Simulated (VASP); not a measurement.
**CaSe: phonons with r2SCAN**

The system is CaSe.

```
Ca Se
1.0
     2.93221    2.93221    0.00000
    -2.93221    2.93221    0.00000
     0.00000    2.93221    2.93221
Ca Se
1 1
Cartesian
  0.0000 0.0000 0.0000
  0.0000 2.9322 0.0000
```

* Program: VASP 6.6.1
* Task: phonons
* Functional: r2SCAN
* Potentials or basis: VASP PAW PBE potentials, release 64 (Ca_sv, Se)
* Cutoff: 520 eV
* k mesh: 8 × 8 × 8
* Occupations: gaussian, width 0.01 eV
* Spin: no spin polarisation
* Dipole correction: no
* Further INCAR settings: ALGO = Normal; EDIFF = 1e-08; IBRION = 6; POTIM = 0.015; NSW = 1

* Highest phonon frequency at Γ, LO-TO splitting left out: 197 cm⁻¹

Phonon frequencies in cm⁻¹ (negative: imaginary):
```csv
q point,frequencies
"(0.000, 0.000, 0.000)",0 0 0 197 197 197
```

It took 7.9 min on 1 thread of Intel(R) Xeon(R) Platinum 8559C (Emerald Rapids), on a shared host, peak memory 0.23 GiB.

Caveat: the cell stands under pressure or tension, which shifts response properties.
